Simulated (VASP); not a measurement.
# La (Pm-3m) in VASP: a series of runs

Runs on La. Level: PBE. Tasks: single point, relaxation of cell and atoms.

Everything below comes from runs of VASP 6.6.1. Logs are shortened: lines on timing, memory, paths and dates and some standing lists are left out, and cuts for length are marked.

## Step 1: The cell of the first run

The structure is cubic, space group Pm-3m (No. 221). The conventional cell has a = 2.535 Å, b = 2.535 Å, c = 2.535 Å, α = 90.00°, β = 90.00°, γ = 90.00°. Within 3.3 Å of La (site symmetry m-3m) lie 6 La at 2.53 Å.

This isn't the form of La at room conditions, which is double hcp.

## Step 2: Single point, PBE

The input, INCAR:

```
PREC = Accurate ; ENCUT = 520
EDIFF = 1E-6 ; ISMEAR = -1
SIGMA = 0.05 ; LREAL = F
LASPH = T ; NELM = 100
ALGO = Normal ; ISIF = 2
LWAVE = F ; LCHARG = T
GGA = PE ; LELF = T
LVHAR = T ; NBANDS = 12
```

The input, KPOINTS:

```
regular mesh
0
Gamma
  15 15 15
```

The input, POSCAR:

```
La
1.0
    2.5347421206      0.0000000000      0.0000000000
    0.0000000000      2.5347421206      0.0000000000
    0.0000000000      0.0000000000      2.5347421206
La
1
Direct
    0.0000000000      0.0000000000      0.0000000000
```

Potentials or basis: VASP PAW PBE potentials, release 64 (La).

Started as:

```
cat potpaw_PBE.64/La/POTCAR > POTCAR
mpirun -np 1 vasp_std > vasp.out
```

OUTCAR:

```text
PREC = Accurate
   ENCUT = 520
   EDIFF = 1E-6
   ISMEAR = -1
   LREAL = F
   LASPH = T
   NELM = 100
   ISIF = 2
   GGA = PE

 ion  position               nearest neighbor table
   1  0.000  0.000  0.000-

  LATTYP: Found a simple cubic cell.
 ALAT       =     2.5347421206

  Lattice vectors:

 A1 = (   2.5347421206,   0.0000000000,   0.0000000000)
 A2 = (   0.0000000000,   2.5347421206,   0.0000000000)
 A3 = (   0.0000000000,   0.0000000000,   2.5347421206)

Analysis of symmetry for initial positions (statically):
=====================================================================
 Subroutine PRICEL returns:
 Original cell was already a primitive cell.

 Routine SETGRP: Setting up the symmetry group for a
 simple cubic supercell.

 Subroutine GETGRP returns: Found 48 space group operations
 (whereof 48 operations were pure point group operations)
 out of a pool of 48 trial point group operations.

The static configuration has the point symmetry O_h .

Analysis of symmetry for dynamics (positions and initial velocities):
=====================================================================
 Subroutine PRICEL returns:
 Original cell was already a primitive cell.

 Routine SETGRP: Setting up the symmetry group for a
 simple cubic supercell.

 Subroutine GETGRP returns: Found 48 space group operations
 (whereof 48 operations were pure point group operations)
 out of a pool of 48 trial point group operations.

The dynamic configuration has the point symmetry O_h .

 Subroutine INISYM returns: Found 48 space group operations
 (whereof 48 operations are pure point group operations),
 and found     1 'primitive' translations

----------------------------------------------------------------------------------------

                                     Primitive cell

  volume of cell :      16.2855

  direct lattice vectors                    reciprocal lattice vectors
     2.534742121  0.000000000  0.000000000     0.394517451  0.000000000  0.000000000
     0.000000000  2.534742121  0.000000000     0.000000000  0.394517451  0.000000000
     0.000000000  0.000000000  2.534742121     0.000000000  0.000000000  0.394517451

  length of vectors
     2.534742121  2.534742121  2.534742121     0.394517451  0.394517451  0.394517451

  position of ions in fractional coordinates (direct lattice)
     0.000000000  0.000000000  0.000000000

  ion indices of the primitive-cell ions
   primitive index   ion index
                 1           1

----------------------------------------------------------------------------------------
[... 80 lines left out ...]
   PSTRESS=    0.0 pullay stress
   NELECT =      11.0000    total number of electrons
   NUPDOWN=      -1.0000    fix difference up-down
   EMIN   =  10.00;   EMAX   =-10.00  energy-range for DOS
   EFERMI =   0.00;   METHOD = LEGACY
   ISMEAR =    -1;   SIGMA  =   0.05  broadening in eV -4-tet -1-fermi 0-gaus
   EFERMI_NEDOS =   21; number of points for ismear=-14 and -15
   IALGO  =     38    algorithm
   IMIX   =      4    mixing-type and parameters
     AMIX     =   0.40;   BMIX     =  1.00
     AMIX_MAG =   1.60;   BMIX_MAG =  1.00
  volume/ion in A,a.u.               =      16.29       109.90
  Fermi-wavevector in a.u.,A,eV,Ry     =   1.436389  2.714381 28.071706  2.063212
  Thomas-Fermi vector in A             =   2.555582
   LORBIT       =      0    0 simple, 1 ext, 2 COOP (PROOUT), +10 PAW based schemes
   GGA     = PE    functional components
   LHFCALC =     F    Hartree Fock is set to
   AEXX    =    0.0000 exact exchange contribution
   IVDW    =     0    specifies the selected vdW correction
   LEPSILON=     F    determine dielectric tensor
   LRPA    =     F    only Hartree local field effects (RPA)
 non-spin polarized calculation
  energy-cutoff  :      520.00
  volume of cell :       16.29
 maximum number of plane-waves:       461
 NGX is ok and might be reduce to    20
   NGX =  9   NGY =  9   NGZ =  9

 number of electron      10.9999999 magnetization

 Free energy of the ion-electron system (eV)
  ---------------------------------------------------
  ext. energy  EPLUGINS =         0.00000000
  ---------------------------------------------------
  free energy    TOTEN  =        -0.88513754 eV

  energy without entropy =       -0.87302550  energy(sigma->0) =       -0.87908152

 E-fermi :  18.9908     XC(G=0): -13.3650

 val. band max:       18.9750171913   @ k =   0.4000   0.4000   0.2000
 cond. band min:      18.9933637948   @ k =   0.3333   0.1333   0.0000
 fundamental gap:      0.0183466035
 Fermi energy:        18.9908150009

 k-point     1 :       0.0000    0.0000    0.0000
  band No.  band energies     occupation
      1     -16.4886      2.00000
      2       6.5341      2.00000
      3       6.5341      2.00000
      4       6.5341      2.00000
      5      15.9582      2.00000
      6      15.9582      2.00000
      7      19.5234      0.00005
      8      22.4981      0.00000
      9      22.4981      0.00000
     10      22.4981      0.00000
     11      24.2843      0.00000
     12      24.2843      0.00000
[... 331 lines left out ...]
 k-point    24 :       0.3333    0.2000    0.0000
  band No.  band energies     occupation
      1     -14.2800      2.00000
      2      -0.6950      2.00000
      3       3.5551      2.00000
      4       8.2102      2.00000
      5      17.7217      2.00000
      6      18.7074      1.99311
      7      21.0430      0.00000
      8      22.7585      0.00000
      9      23.2128      0.00000
     10      23.4196      0.00000
     11      23.5537      0.00000
     12      24.5554      0.00000

 [... further k-points ...]

------------------------ aborting loop because EDIFF is reached ----------------------------------------

  FORCE on cell =-STRESS in cart. coord.  units (eV):
  Direction    XX          YY          ZZ          XY          YZ          ZX
  --------------------------------------------------------------------------------------
  -------------------------------------------------------------------------------------
  Total       13.1881985     13.1881985     13.1881985      0.0000000      0.0000000      0.0000000
  in kB     1297.4621990   1297.4621990   1297.4621990      0.0000000      0.0000000      0.0000000
  external PRESSURE =    1297.4621990 kB  Pullay stress =       0.0000000 kB

 VOLUME and BASIS-vectors are now :
 -----------------------------------------------------------------------------
  energy-cutoff  :      520.00
  volume of cell :       16.29
      direct lattice vectors                 reciprocal lattice vectors
     2.534742121  0.000000000  0.000000000     0.394517451  0.000000000  0.000000000
     0.000000000  2.534742121  0.000000000     0.000000000  0.394517451  0.000000000
     0.000000000  0.000000000  2.534742121     0.000000000  0.000000000  0.394517451

 POSITION                                       TOTAL-FORCE (eV/Angst)
 -----------------------------------------------------------------------------------
      0.00000      0.00000      0.00000         0.000000      0.000000      0.000000
 -----------------------------------------------------------------------------------
    total drift:                               -0.000000      0.000000      0.000000

  FREE ENERGIE OF THE ION-ELECTRON SYSTEM (eV)
  ---------------------------------------------------
  free  energy   TOTEN  =        -0.8851375392 eV

  energy  without entropy=       -0.8730254975  energy(sigma->0) =       -0.87908152
```

OSZICAR:

```text
N       E                     dE             d eps       ncg     rms          rms(c)
DAV:   1     0.724811371122E+02    0.72481E+02   -0.39904E+03  3208   0.140E+03
DAV:   2     0.374465823830E+01   -0.68736E+02   -0.62905E+02  3272   0.208E+02
DAV:   3    -0.996516945434E+00   -0.47412E+01   -0.45338E+01  4272   0.735E+01
DAV:   4    -0.120598041384E+01   -0.20946E+00   -0.20818E+00  4892   0.117E+01
DAV:   5    -0.121737209775E+01   -0.11392E-01   -0.11383E-01  4436   0.227E+00    0.137E+01
DAV:   6    -0.994033082258E+00    0.22334E+00   -0.34814E-02  3772   0.292E+00    0.853E+00
DAV:   7    -0.885159412449E+00    0.10887E+00   -0.85629E-02  3764   0.387E+00    0.413E-01
DAV:   8    -0.884637445154E+00    0.52197E-03   -0.80371E-03  4424   0.127E+00    0.112E-01
DAV:   9    -0.885084247218E+00   -0.44680E-03   -0.73315E-04  3692   0.253E-01    0.493E-02
DAV:  10    -0.885136843161E+00   -0.52596E-04   -0.14886E-04  5284   0.126E-01    0.639E-03
DAV:  11    -0.885137539245E+00   -0.69608E-06   -0.18840E-06  3684   0.137E-02
   1 F= -.88513754E+00 E0= -.87908152E+00  d E =-.121120E-01
```

Run time: 9.8 s. Hardware: 1 thread of AMD EPYC 9R45 (Zen 5), shared host; peak memory 0.12 GiB.

Results:

- Free energy: -0.8851 eV
- Pressure: 129.7 GPa
- Band gap on the k mesh: zero (an odd number of electrons rules out a gap without spin polarisation)

Caveat: the cell stands under pressure; spin-orbit coupling is left out, which moves the levels of the heavy elements.

## Step 3: Single point, PBE

The input, INCAR:

```
PREC     = Accurate       # precision mode
ENCUT    = 520            # plane-wave cutoff, eV
EDIFF    = 1E-7           # SCF threshold, eV
ISMEAR   = -1             # smearing method
SIGMA    = 0.05           # smearing width, eV
LREAL    = F              # projectors in reciprocal space
LASPH    = T              # aspherical terms in the spheres
NELM     = 100            # most SCF steps
ALGO     = Normal         # electronic algorithm
ISIF     = 2              # what is computed and relaxed
LWAVE    = F              # write WAVECAR
LCHARG   = F              # write CHGCAR
GGA      = PE             # functional
NBANDS   = 12             # bands
```

The input, KPOINTS:

```
Automatic mesh
0
Gamma
  15 15 15
```

The input, POSCAR:

```
La
1.0
    2.5335267079      0.0000000000      0.0000000000
    0.0000000000      2.5335267079      0.0000000000
    0.0000000000      0.0000000000      2.5335267079
La
1
Direct
    0.0000000000      0.0000000000      0.0000000000
```

Potentials or basis: VASP PAW PBE potentials, release 64 (La).

Started as:

```
cat potpaw_PBE.64/La/POTCAR > POTCAR
mpirun -np 1 vasp_std > vasp.out
```

It took 11 s on 1 thread of AMD EPYC 9R45 (Zen 5), shared host; peak memory 0.12 GiB.

It converged, with:

```
Free energy            : -0.8661 eV
Pressure               : 130.5 GPa
Band gap on the k mesh : zero (an odd number of electrons rules out a gap without spin polarisation)
```

Levels at points of the mesh, in eV from the Fermi level:
| k point | band 3 | band 4 | band 5 | band 6 | band 7 | band 8 |
| --- | --- | --- | --- | --- | --- | --- |
| (0.00, 0.00, 0.00) | -12.45 | -12.45 | -3.04 | -3.04 | 0.55 | 3.51 |

Caveat: the cell stands under pressure; spin-orbit coupling is left out, which moves the levels of the heavy elements.

[end of part 1 of 2]
